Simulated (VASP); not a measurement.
Here is a VASP 6.6.1 calculation.

INCAR

```
PREC     = Accurate       # precision mode
ENCUT    = 520            # plane-wave cutoff, eV
EDIFF    = 1E-6           # SCF threshold, eV
ISMEAR   = 0              # smearing method
SIGMA    = 0.1            # smearing width, eV
LREAL    = False          # projectors in reciprocal space
LASPH    = True           # aspherical terms in the spheres
NELM     = 60             # most SCF steps
ALGO     = Fast           # electronic algorithm
ISIF     = 2              # what is computed and relaxed
LWAVE    = False          # write WAVECAR
LCHARG   = True           # write CHGCAR
GGA      = PS             # functional
LELF     = True           # ELF
LVHAR    = True         
NBANDS   = 54             # bands
```

The input KPOINTS:

```
Automatic mesh
0
Gamma
  4 4 4
```

The input POSCAR:

```
Sc
1.0
    5.8751878082      0.0000000000      0.0000000000
    0.0000000000      5.8751878082      0.0000000000
    0.0000000000      0.0000000000      5.8751878082
Sc
8
Direct
    0.5000000000      0.5000000000      0.5000000000
    0.0000000000      0.0000000000      0.0000000000
    0.2500000000      0.0000000000      0.5000000000
    0.5000000000      0.2500000000      0.0000000000
    0.5000000000      0.7500000000      0.0000000000
    0.7500000000      0.0000000000      0.5000000000
    0.0000000000      0.5000000000      0.7500000000
    0.0000000000      0.5000000000      0.2500000000
```

Potentials or basis: VASP PAW PBE potentials, release 64 (Sc_sv).

The run is started by

```bash
$ cat potpaw_PBE.64/Sc_sv/POTCAR > POTCAR
$ mpirun -np 1 vasp_std > vasp.out
```

Question: Estimate the pressure.

Answer: -1.8 GPa.

Question: Estimate the band gap on the k mesh.

Answer: Zero (band 44 reaches 3.57 eV, above the bottom of band 45 at 3.20 eV).

Caveat: the PAW data sets were made with another functional, which shifts forces and pressure a little.
